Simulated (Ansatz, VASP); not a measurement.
PtS2 in VASP and in Ansatz

The input INCAR:

```
ALGO     = Normal         # electronic algorithm
DIPOL    = 0.5 0.5 0.382
EDIFF    = 1E-7           # SCF threshold, eV
ENCUT    = 520            # plane-wave cutoff, eV
GGA      = PE             # functional
IDIPOL   = 3            
ISIF     = 2              # what is computed and relaxed
ISMEAR   = 0              # smearing method
IVDW     = 12             # dispersion correction
LASPH    = True           # aspherical terms in the spheres
LCHARG   = True           # write CHGCAR
LDIPOL   = True         
LELF     = True           # ELF
LREAL    = False          # projectors in reciprocal space
LVACPOTAV= True         
LVHAR    = True         
LWAVE    = False          # write WAVECAR
NBANDS   = 31             # bands
NELM     = 100            # most SCF steps
PREC     = Accurate       # precision mode
SIGMA    = 0.05           # smearing width, eV
```

Contents of KPOINTS:

```
k-points
0
Gamma
  9 9 1
```

POSCAR

```
PtS2
1.0
    3.5415278079      0.0000000000      0.0000000000
   -1.7707639039      3.0670530498      0.0000000000
    0.0000000000      0.0000000000     22.4670615492
S Pt
4 2
Direct
    0.6666666667      0.3333333333      0.2002932155
    0.3333333333      0.6666666667      0.3108341854
    1.0000000000      0.0000000000      0.4537100124
    1.3333333333     -0.3333333333      0.5642509823
    0.0000000000      0.0000000000      0.2555637004
    1.6666666667      0.3333333333      0.5089804974
```

Input for Ansatz:

```yaml
crystal:
  lattice:
    - [3.5415278079, 0.0, 0.0]
    - [-1.7707639039, 3.0670530498, 0.0]
    - [0.0, 0.0, 22.4670615492]
  atoms:
    - { symbol: S, position: [0.6666666667, 0.3333333333, 0.2002932155] }
    - { symbol: Pt, position: [0.0, 0.0, 0.2555637004] }
    - { symbol: S, position: [0.3333333333, 0.6666666667, 0.3108341854] }
    - { symbol: S, position: [1.0, 0.0, 0.4537100124] }
    - { symbol: Pt, position: [1.6666666667, 0.3333333333, 0.5089804974] }
    - { symbol: S, position: [1.3333333333, -0.3333333333, 0.5642509823] }
basis:
  ecutwfc: 420
kpoints:
  mp_grid: { grid: [9, 9, 1] }
hamiltonian:
  xc: pbe
  pseudopotentials: { kind: paw, azcp: { folder: soft_1 } }
  dispersion: d3bj
scf:
  occupations: { method: gaussian, width: 0.05 }
output:
  forces: true
  eigenvalues: true
efield:
  axis: 3
  dipole_correction: true
  ramp_width: 0.04
```

Alike in both runs: task single point; functional PBE; dispersion D3(BJ); k mesh 9 × 9 × 1; occupations gaussian, width 0.05 eV; no spin polarisation.

|  | VASP | Ansatz |
| --- | --- | --- |
| version | VASP 6.6.1 | Ansatz 0.2.0 |
| potentials or method | VASP PAW PBE potentials, release 64 (S, Pt), cutoff 520 eV | scalar-relativistic, plane waves, PAW |
| valence electrons in the cell | 44 | 60 |

VASP gave:

| Property | Result |
| --- | --- |
| gap on the k mesh at the Fermi level (eV) | 1.41 |
| least direct gap on the mesh (eV) | 1.55 |
| rms of the force components (eV/Å) | 0.034 |

Problem. What did Ansatz give for the same quantities?

Solution. gap on the k mesh at the Fermi level (eV): 1.40; least direct gap on the mesh (eV): 1.54; rms of the force components (eV/Å): 0.035.

VASP's potentials hold 44 valence electrons a cell and Ansatz's 60, so a difference there can come from the potentials and not from the codes.

Neither program's run includes spin-orbit coupling.
